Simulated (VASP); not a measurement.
Wanted: the native input for a VASP 6.6.1 run.

```
Task                   : relaxation of cell and atoms
Functional             : PBE
Potentials or basis    : VASP PAW PBE potentials, release 64 (Sr_sv, O_h)
Cutoff                 : 1340 eV
k mesh                 : 6 × 6 × 4
Occupations            : gaussian, width 0.1 eV
Spin                   : no spin polarisation
Dipole correction      : no
Further INCAR settings : ALGO = Normal; EDIFF = 1e-07; IBRION = 2; EDIFFG = -0.04; NSW = 90; ISIF = 3
```

The structure of Sr2O lies in POSCAR:

```
Sr2O
1.0
    4.6836647800      0.0000000000      0.0000000000
   -2.3418323900      4.0561726800      0.0000000000
    0.0000000000      0.0000000000      4.4706777000
Sr O
2 1
Direct
    0.3333333300      0.6666666700      0.0000000000
    0.6666666700      0.3333333300      0.0000000000
    0.0000000000      0.0000000000      0.0000000000
```

The cell was generated, and may not be a known phase.

The input as run:

INCAR

```
SYSTEM = Sr2O
PREC     = Accurate       ! precision mode
ENCUT    = 1340           ! plane-wave cutoff, eV
EDIFF    = 1E-7           ! SCF threshold, eV
ISMEAR   = 0              ! smearing method
SIGMA    = 0.1            ! smearing width, eV
LREAL    = .False.        ! projectors in reciprocal space
LASPH    = .True.         ! aspherical terms in the spheres
NELM     = 120            ! most SCF steps
ALGO     = Normal         ! electronic algorithm
ISIF     = 3              ! what is computed and relaxed
LWAVE    = .False.        ! write WAVECAR
LCHARG   = .False.        ! write CHGCAR
GGA      = PE             ! functional
IBRION   = 2              ! ionic algorithm
NSW      = 90             ! ionic steps
EDIFFG   = -0.04          ! ionic threshold
GGA_COMPAT= .False.      
NELMIN   = 4
```

KPOINTS

```
Automatic mesh
0
Gamma
  6 6 4
  0 0 0
```

Potentials or basis: VASP PAW PBE potentials, release 64 (Sr_sv, O_h).

Launch:

```sh
$ cat potpaw_PBE.64/Sr_sv/POTCAR potpaw_PBE.64/O_h/POTCAR > POTCAR
$ mpirun -np 1 vasp_std > vasp.out
```

It gave:

* Relaxed volume: 28.46 Å³/atom
* Relaxed cell: a = 4.944 Å, b = 4.944 Å, c = 4.034 Å, α = 90.00°, β = 90.00°, γ = 120.00°
* Space group after relaxing (to 0.1 Å): P6/mmm (No. 191)
* Energy gained by relaxing: 94.8 meV/atom
* Ionic steps: 8
* Pressure after relaxing: -0.1 GPa
* Band gap on the k mesh: zero (bands 13 and 14 overlap by 0.77 eV)

Caveat: semilocal functionals underestimate gaps, and a narrow one can read as zero.

Wall time 9.2 min on 1 thread of Intel(R) Xeon(R) Platinum 8488C (Sapphire Rapids), with other jobs on the host, peak memory 0.56 GiB.
